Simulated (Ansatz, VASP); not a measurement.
## Two plane-wave programs on Ba

Contents of INCAR:

```
  ALGO = Normal
  EDIFF = 1E-6
  ENCUT = 520
  GGA = PE
  ISIF = 2
  ISMEAR = 0
  LASPH = True
  LCHARG = False
  LREAL = False
  LWAVE = False
  NBANDS = 28
  NELM = 100
  PREC = Accurate
  SIGMA = 0.1
```

Contents of KPOINTS:

```
k-points
0
Gamma
  21 21 6
```

POSCAR

```
Ba
1.0
    4.4913442427      0.0000000000      0.0000000000
   -2.2456721213      3.8896182113      0.0000000000
    0.0000000000      0.0000000000     14.6577969609
Ba
4
Direct
    0.0000000000      0.0000000000      0.0000000000
    0.3333333333      0.6666666667      0.2500000000
    0.0000000000      0.0000000000      0.5000000000
    0.6666666667      0.3333333333      0.7500000000
```

Input for Ansatz:

```yaml
crystal:
  lattice:
    - [4.4913442427, 0.0, 0.0]
    - [-2.2456721213, 3.8896182113, 0.0]
    - [0.0, 0.0, 14.6577969609]
  atoms:
    - { symbol: Ba, position: [0.0, 0.0, 0.0] }
    - { symbol: Ba, position: [0.3333333333, 0.6666666667, 0.25] }
    - { symbol: Ba, position: [0.0, 0.0, 0.5] }
    - { symbol: Ba, position: [0.6666666667, 0.3333333333, 0.75] }
basis:
  ecutwfc: 420
kpoints:
  mp_grid: { grid: [21, 21, 6] }
hamiltonian:
  xc: pbe
scf:
  occupations: { method: gaussian, width: 0.1 }
output:
  forces: true
  stress: true
  eigenvalues: true
```

Alike in both runs: task single point; functional PBE; k mesh 21 × 21 × 6; occupations gaussian, width 0.1 eV; no spin polarisation.

|  | VASP | Ansatz |
| --- | --- | --- |
| version | VASP 6.6.1 | Ansatz 0.2.0 |
| potentials or method | VASP PAW PBE potentials, release 64 (Ba_sv), cutoff 520 eV | scalar-relativistic, plane waves, PAW |
| valence electrons in the cell | 40 | 40 |

VASP gave:

| Property | Result |
| --- | --- |
| gap on the k mesh at the Fermi level (eV) | none |
| pressure (GPa) | 0.1 |

What did Ansatz give for the same quantities?

gap on the k mesh at the Fermi level (eV): none; pressure (GPa): 0.0.

A gap of «none» marks a metal or a gap that the smearing closes.

Neither program's run includes spin-orbit coupling.
